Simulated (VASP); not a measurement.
# YHg: electric field gradients with LDA

Crystal: YHg.

```
Y Hg
1.0
     3.75564    0.00000    0.00000
     0.00000    3.75564    0.00000
     0.00000    0.00000    3.68200
Y Hg
1 1
Direct
  0.50000 0.50000 0.50000
  0.00000 0.00000 0.00000
```

This cell differs from its parent crystal: equal xx and yy strain of +2 %.

| Item | Value |
| --- | --- |
| Program | VASP 6.6.1 |
| Task | electric field gradients |
| Functional | LDA |
| Potentials or basis | VASP PAW LDA potentials, release 64 (Y_sv, Hg) |
| Cutoff | 520 eV |
| k mesh | 11 × 11 × 11 |
| Occupations | fermi-dirac, width 0.08 eV |
| Spin | no spin polarisation |
| Dipole correction | no |
| Further INCAR settings | ALGO = Normal; EDIFF = 1e-08; NBANDS = 18 |

```
Pressure                                : -5.7 GPa
Band gap on the k mesh                  : zero (an odd number of electrons rules out a gap without spin polarisation)
Largest electric field gradient by atom : Y +1.2; Hg +9.8 V/Å²
```

Stress tensor (GPa, compression positive):
```
-5.87  0.00  0.00
 0.00 -5.87  0.00
 0.00  0.00 -5.22
```

Levels at points of the mesh, in eV from the Fermi level:
```
           k point  band 9  band 10  band 11  band 12  band 13  band 14
(0.00, 0.00, 0.00)   -7.10    -7.10     0.21     0.27     3.57     3.65
```

Electric field gradients, principal values (V/Å²):
```
atom   least  middle  greatest (by size)
 1 Y  -0.604  -0.604               1.208
2 Hg  -4.918  -4.918               9.837
```

Run time: 34 s on 1 thread of Intel(R) Xeon(R) 6975P-C (Granite Rapids), on a shared host, peak memory 0.26 GiB.

Caveat: the cell differs from its parent crystal (equal xx and yy strain of +2 %); the cell stands under tension; without QUAD_EFG the Cq values of the log hold for a quadrupole moment of 1 mb, not for the nuclei; spin-orbit coupling is left out, which moves the levels of the heavy elements.
